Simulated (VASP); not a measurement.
# Mo (Im-3m) in VASP: further runs, part 2 of 2

VASP 6.6.1. The steps go on from the part before.

### 3 Single point, PBE

INCAR

```
ALGO = Normal
EDIFF = 1E-6
ENCUT = 520
GGA = PE
ISIF = 2
ISMEAR = 0
LASPH = T
LCHARG = F
LREAL = F
LWAVE = F
NBANDS = 13
NELM = 100
PREC = Accurate
SIGMA = 0.15
```

KPOINTS

```
k-points
0
Gamma
  22 22 22
```

POSCAR

```
Mo
1.0
   -1.4910204262      1.4910204262      1.4910204262
    1.4910204262     -1.4910204262      1.4910204262
    1.4910204262      1.4910204262     -1.4910204262
Mo
1
Direct
    0.0000000000      0.0000000000      0.0000000000
```

Potentials or basis: VASP PAW PBE potentials, release 64 (Mo_sv).

Run with:

```console
$ cat potpaw_PBE.64/Mo_sv/POTCAR > POTCAR
$ mpirun -np 1 vasp_std > vasp.out
```

OUTCAR:

```text
EDIFF = 1E-6
   ENCUT = 520
   GGA = PE
   ISIF = 2
   ISMEAR = 0
   LASPH = T
   LREAL = F
   NELM = 100
   PREC = Accurate

 ion  position               nearest neighbor table
   1  0.000  0.000  0.000-

  LATTYP: Found a body centered cubic cell.
 ALAT       =     2.9820408524

  Lattice vectors:

 A1 = (  -1.4910204262,   1.4910204262,   1.4910204262)
 A2 = (   1.4910204262,  -1.4910204262,   1.4910204262)
 A3 = (   1.4910204262,   1.4910204262,  -1.4910204262)

Analysis of symmetry for initial positions (statically):
=====================================================================
 Subroutine PRICEL returns:
 Original cell was already a primitive cell.

 Routine SETGRP: Setting up the symmetry group for a
 body centered cubic supercell.

 Subroutine GETGRP returns: Found 48 space group operations
 (whereof 48 operations were pure point group operations)
 out of a pool of 48 trial point group operations.

The static configuration has the point symmetry O_h .

Analysis of symmetry for dynamics (positions and initial velocities):
=====================================================================
 Subroutine PRICEL returns:
 Original cell was already a primitive cell.

 Routine SETGRP: Setting up the symmetry group for a
 body centered cubic supercell.

 Subroutine GETGRP returns: Found 48 space group operations
 (whereof 48 operations were pure point group operations)
 out of a pool of 48 trial point group operations.

The dynamic configuration has the point symmetry O_h .

 Subroutine INISYM returns: Found 48 space group operations
 (whereof 48 operations are pure point group operations),
 and found     1 'primitive' translations

----------------------------------------------------------------------------------------

                                     Primitive cell

  volume of cell :      13.2590

  direct lattice vectors                    reciprocal lattice vectors
    -1.491020426  1.491020426  1.491020426     0.000000000  0.335340812  0.335340812
     1.491020426 -1.491020426  1.491020426     0.335340812  0.000000000  0.335340812
     1.491020426  1.491020426 -1.491020426     0.335340812  0.335340812  0.000000000

  length of vectors
     2.582523133  2.582523133  2.582523133     0.474243524  0.474243524  0.474243524

  position of ions in fractional coordinates (direct lattice)
     0.000000000  0.000000000  0.000000000

  ion indices of the primitive-cell ions
   primitive index   ion index
                 1           1

----------------------------------------------------------------------------------------

 KPOINTS: k-points

Automatic generation of k-mesh.
 Grid dimensions read from file:
 generate k-points for:   22   22   22

 Generating k-lattice:

  Cartesian coordinates                     Fractional coordinates (reciprocal lattice)
     0.000000000  0.015242764  0.015242764     0.045454545  0.000000000  0.000000000
     0.015242764  0.000000000  0.015242764     0.000000000  0.045454545  0.000000000
     0.015242764  0.015242764  0.000000000     0.000000000  0.000000000  0.045454545

  Length of vectors
     0.021556524  0.021556524  0.021556524

  Shift w.r.t. Gamma in fractional coordinates (k-lattice)
     0.000000000  0.000000000  0.000000000

 Subroutine IBZKPT returns following result:
 ===========================================

 Found    328 irreducible k-points:

 Following reciprocal coordinates:
            Coordinates               Weight
  0.000000  0.000000  0.000000      1.000000
  0.045455  0.000000  0.000000     12.000000
  0.090909  0.000000  0.000000     12.000000
  0.136364  0.000000  0.000000     12.000000
  0.181818  0.000000  0.000000     12.000000
  0.227273  0.000000  0.000000     12.000000
[... 16 lines left out ...]
  0.090909  0.090909  0.000000     24.000000
  0.136364  0.090909  0.000000     48.000000
 [... further k-points ...]
   k-points           NKPTS =    328   k-points in BZ     NKDIM =    328   number of bands    NBANDS=     13
   number of dos      NEDOS =    301   number of ions     NIONS =      1
   total plane-waves  NPLWV =   8000
   dimension x,y,z NGX =    20 NGY =   20 NGZ =   20
   dimension x,y,z NGXF=    40 NGYF=   40 NGZF=   40
   ions per type =               1
   NGX,Y,Z   is equivalent  to a cutoff of  12.87, 12.87, 12.87 a.u.
   NGXF,Y,Z  is equivalent  to a cutoff of  25.75, 25.75, 25.75 a.u.
 SYSTEM =  unknown system
   PREC   = accura    normal or accurate (medium, high low for compatibility)
   ISTART =      0    job   : 0-new  1-cont  2-samecut
   ICHARG =      2    charge: 1-file 2-atom 10-const
   ISPIN  =      1    spin polarized calculation?
   LNONCOLLINEAR =      F non collinear calculations
   LSORBIT =      F    spin-orbit coupling
   LASPH  =      T    aspherical Exc in radial PAW
   ENCUT  =  520.0 eV  38.22 Ry    6.18 a.u.   4.80  4.80  4.80*2*pi/ulx,y,z
   NELM   =    100;   NELMIN=  2; NELMDL= -5     # of ELM steps
   EDIFF  = 0.1E-05   stopping-criterion for ELM
   LREAL  =      F    real-space projection
   EDIFFG = 0.1E-04   stopping-criterion for IOM
   NSW    =      0    number of steps for IOM
   IBRION =     -1    ionic relax: 0-MD 1-quasi-New 2-CG
   NFREE  =      0    steps in history (QN), initial steepest desc. (CG)
   ISIF   =      2    stress and relaxation
   ISYM   =      2    0-nonsym 1-usesym 2-fastsym
   POTIM  = 0.5000    time-step for ionic-motion
   TEBEG  =    0.0;   TEEND  =   0.0 temperature during run
   PSTRESS=    0.0 pullay stress
   NELECT =      14.0000    total number of electrons
   NUPDOWN=      -1.0000    fix difference up-down
   EMIN   =  10.00;   EMAX   =-10.00  energy-range for DOS
   EFERMI =   0.00;   METHOD = LEGACY
   ISMEAR =     0;   SIGMA  =   0.15  broadening in eV -4-tet -1-fermi 0-gaus
   EFERMI_NEDOS =   21; number of points for ismear=-14 and -15
   IALGO  =     38    algorithm
   IMIX   =      4    mixing-type and parameters
     AMIX     =   0.40;   BMIX     =  1.00
     AMIX_MAG =   1.60;   BMIX_MAG =  1.00
  volume/ion in A,a.u.               =      13.26        89.48
  Fermi-wavevector in a.u.,A,eV,Ry     =   1.667045  3.150258 37.811109  2.779038
  Thomas-Fermi vector in A             =   2.753135
   LORBIT       =      0    0 simple, 1 ext, 2 COOP (PROOUT), +10 PAW based schemes
   GGA     = PE    functional components
   LHFCALC =     F    Hartree Fock is set to
   AEXX    =    0.0000 exact exchange contribution
   IVDW    =     0    specifies the selected vdW correction
   LEPSILON=     F    determine dielectric tensor
   LRPA    =     F    only Hartree local field effects (RPA)
 non-spin polarized calculation
 Gauss-broadening in eV      SIGMA  =   0.15
  energy-cutoff  :      520.00
  volume of cell :       13.26
 maximum number of plane-waves:       370
   NGX =  9   NGY =  9   NGZ =  9

 number of electron      14.0000000 magnetization

 Free energy of the ion-electron system (eV)
  ---------------------------------------------------
  ext. energy  EPLUGINS =         0.00000000
  ---------------------------------------------------
  free energy    TOTEN  =       -10.48391388 eV

  energy without entropy =      -10.47871646  energy(sigma->0) =      -10.48131517

 E-fermi :  15.4561     XC(G=0): -14.3431

 val. band max:       15.4558386544   @ k =  -0.3182   0.3182   0.2727
 cond. band min:      15.4644193826   @ k =  -0.3182   0.3636   0.1818
 fundamental gap:      0.0085807283
 Fermi energy:        15.4560957005

 k-point     1 :       0.0000    0.0000    0.0000
  band No.  band energies     occupation
      1     -45.9524      2.00000
      2     -18.7159      2.00000
      3     -18.7159      2.00000
      4     -18.7159      2.00000
      5       7.7534      2.00000
      6      13.7029      2.00000
      7      13.7029      2.00000
      8      13.7029      2.00000
      9      17.3851      0.00000
     10      17.3851      0.00000
     11      30.4443      0.00000
     12      30.4443      0.00000
     13      30.4443      0.00000
[... 353 lines left out ...]
 k-point    24 :       0.1364    0.0909    0.0000
  band No.  band energies     occupation
      1     -45.7850      2.00000
      2     -19.5386      2.00000
      3     -18.9295      2.00000
      4     -18.7832      2.00000
      5       9.4872      2.00000
      6      12.8348      2.00000
      7      13.0943      2.00000
      8      15.8406      0.00029
      9      16.3502      0.00000
     10      17.6748      0.00000
     11      31.7946      0.00000
     12      33.0058      0.00000
     13      33.6654      0.00000

 [... further k-points ...]

------------------------ aborting loop because EDIFF is reached ----------------------------------------

  FORCE on cell =-STRESS in cart. coord.  units (eV):
  Direction    XX          YY          ZZ          XY          YZ          ZX
  --------------------------------------------------------------------------------------
  -------------------------------------------------------------------------------------
  Total        5.4597921      5.4597921      5.4597921      0.0000000      0.0000000     -0.0000000
  in kB      659.7447145    659.7447145    659.7447145      0.0000000      0.0000000     -0.0000000
  external PRESSURE =     659.7447145 kB  Pullay stress =       0.0000000 kB

 VOLUME and BASIS-vectors are now :
 -----------------------------------------------------------------------------
  energy-cutoff  :      520.00
  volume of cell :       13.26
      direct lattice vectors                 reciprocal lattice vectors
    -1.491020426  1.491020426  1.491020426     0.000000000  0.335340812  0.335340812
     1.491020426 -1.491020426  1.491020426     0.335340812  0.000000000  0.335340812
     1.491020426  1.491020426 -1.491020426     0.335340812  0.335340812  0.000000000

 POSITION                                       TOTAL-FORCE (eV/Angst)
 -----------------------------------------------------------------------------------
      0.00000      0.00000      0.00000         0.000000     -0.000000      0.000000
 -----------------------------------------------------------------------------------
    total drift:                                0.000000     -0.000000      0.000000

  FREE ENERGIE OF THE ION-ELECTRON SYSTEM (eV)
  ---------------------------------------------------
  free  energy   TOTEN  =       -10.4839138836 eV

  energy  without entropy=      -10.4787164598  energy(sigma->0) =      -10.48131517
```

OSZICAR:

```text
N       E                     dE             d eps       ncg     rms          rms(c)
DAV:   1     0.932741027950E+02    0.93274E+02   -0.81142E+03  8639   0.113E+03
DAV:   2    -0.985844174079E+01   -0.10313E+03   -0.99071E+02  9768   0.316E+02
DAV:   3    -0.109867100001E+02   -0.11283E+01   -0.11252E+01  9543   0.329E+01
DAV:   4    -0.109891049498E+02   -0.23949E-02   -0.23949E-02  9733   0.181E+00
DAV:   5    -0.109891175131E+02   -0.12563E-04   -0.12564E-04  9623   0.119E-01    0.215E+01
DAV:   6    -0.105648798537E+02    0.42424E+00   -0.46666E-01  8833   0.880E+00    0.797E+00
DAV:   7    -0.104872867917E+02    0.77593E-01   -0.14124E-01  9323   0.469E+00    0.759E-01
DAV:   8    -0.104838721278E+02    0.34147E-02   -0.38385E-03  8893   0.799E-01    0.157E-01
DAV:   9    -0.104839084817E+02   -0.36354E-04   -0.35028E-05 10118   0.701E-02    0.937E-02
DAV:  10    -0.104839134014E+02   -0.49196E-05   -0.12805E-05  8988   0.462E-02    0.425E-03
DAV:  11    -0.104839138836E+02   -0.48220E-06   -0.14245E-07  4834   0.519E-03
   1 F= -.10483914E+02 E0= -.10481315E+02  d E =-.519742E-02
```

Wall time 32 s (1 thread of Intel Xeon Platinum 8259CL at 2.50GHz (Skylake/Cascade Lake), shared host); peak memory 0.16 GiB.

Results:

| Item | Value |
| --- | --- |
| Free energy | -10.4839 eV |
| Pressure | 66.0 GPa |
| Band gap on the k mesh | zero (band 7 reaches 20.44 eV, above the bottom of band 8 at 13.70 eV) |

### 4 Single point, PBE

This run uses another cell than the first one, of 14.10 Å³/atom, 1.064 times its volume.

INCAR

```
SYSTEM = Mo
ALGO = Normal
EDIFF = 1E-6
ENCUT = 520
GGA = PE
ISIF = 2
ISMEAR = 0
LASPH = .TRUE.
LCHARG = .FALSE.
LREAL = .FALSE.
LWAVE = .FALSE.
NBANDS = 13
NELM = 100
PREC = Accurate
SIGMA = 0.15
```

KPOINTS

```
k-points
0
G
  22 22 22
  0 0 0
```

POSCAR

```
Mo
1.0
   -1.5219368776      1.5219368776      1.5219368776
    1.5219368776     -1.5219368776      1.5219368776
    1.5219368776      1.5219368776     -1.5219368776
Mo
1
Direct
    0.0000000000      0.0000000000      0.0000000000
```

Run with:

```console
$ cat potpaw_PBE.64/Mo_sv/POTCAR > POTCAR
$ mpirun -np 1 vasp_std > vasp.out
```

It took 33 s on 1 thread of Intel Xeon Platinum 8259CL at 2.50GHz (Skylake/Cascade Lake), shared host; peak memory 0.17 GiB.

It converged, with:

```
Free energy            : -10.7535 eV
Pressure               : 37.8 GPa
Band gap on the k mesh : zero (band 7 reaches 18.93 eV, above the bottom of band 8 at 12.75 eV)
```

Levels at points of the mesh, in eV from the Fermi level:
```
           k point  band 3  band 4  band 5  band 6  band 7  band 8  band 9  band 10  band 11  band 12
(0.00, 0.00, 0.00)  -34.31  -34.31   -7.55   -1.59   -1.59   -1.59    1.84     1.84    14.95    14.95
(0.50, 0.00, 0.00)  -34.92  -34.34   -5.99   -3.94    1.94    2.08    2.66     5.51    12.14    13.34
(0.50, 0.50, 0.50)  -35.62  -35.62   -6.30   -6.30    4.59    4.59    4.59     9.91     9.91     9.91
```
